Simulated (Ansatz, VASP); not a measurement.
**One calculation of Rh, two programs**

```
Rh
1.0
     0.00000    1.80647    1.80647
     1.80647    0.00000    1.80647
     1.80647    1.80647    0.00000
Rh
1
Direct
  0.00000 0.00000 0.00000
```

Change from the starting cell: strain -0.050 along x and y, -0.050 along z, atoms carried along.

Alike in both runs: task single point; functional LDA; k mesh 22 × 22 × 22; occupations gaussian, width 0.15 eV; no spin polarisation.

|  | VASP | Ansatz |
| --- | --- | --- |
| version | VASP 6.6.1 | Ansatz 0.2.0 |
| potentials or method | VASP PAW LDA potentials, release 64 (Rh_pv), cutoff 520 eV | scalar-relativistic, plane waves, PAW |
| valence electrons in the cell | 15 | 17 |

```tsv
	VASP	Ansatz	Ansatz less VASP
gap on the k mesh at the Fermi level (eV)	none	none	-
pressure (GPa)	50.1	48.7	-1.46
```

LDA's correlation is that of Perdew and Zunger in VASP and of Perdew and Wang (1992) in Ansatz. A gap of «none» marks a metal or a gap that the smearing closes. Both programs put the cell under a high pressure, so it lies far from rest at this level. VASP's potentials hold 15 valence electrons a cell and Ansatz's 17, so a difference there can come from the potentials and not from the codes.
